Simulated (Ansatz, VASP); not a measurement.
Si2As: VASP beside Ansatz

```
Si As
1.0
     0.00000    3.09183    3.09183
     3.09183    0.00000    3.09183
     3.09183    3.09183    0.00000
Si As
2 1
Direct
  0.25000 0.25000 0.25000
  0.75000 0.75000 0.75000
  0.00000 0.00000 0.00000
```

Alike in both runs: functional PBE; k mesh 14 × 14 × 14; occupations gaussian, width 0.1 eV; no spin polarisation.

Ansatz relaxed the structure, and its values are those at the end. VASP's run is a single point on that final structure, the one shown.

|  | VASP | Ansatz |
| --- | --- | --- |
| version | VASP 6.6.1 | Ansatz 0.2.0 |
| potentials or method | VASP PAW PBE potentials, release 64 (Si, As), cutoff 520 eV | scalar-relativistic, plane waves, PAW |
| valence electrons in the cell | 13 | 23 |

```csv
,VASP,Ansatz,Ansatz less VASP
gap on the k mesh at the Fermi level (eV),none,none,-
pressure (GPa),0.1,0.0,-0.12
```

A gap of «none» marks a metal or a gap that the smearing closes. The functional is the same, so the differences come from potentials, cutoffs and numerics. VASP's potentials hold 13 valence electrons a cell and Ansatz's 23, so a difference there can come from the potentials and not from the codes.
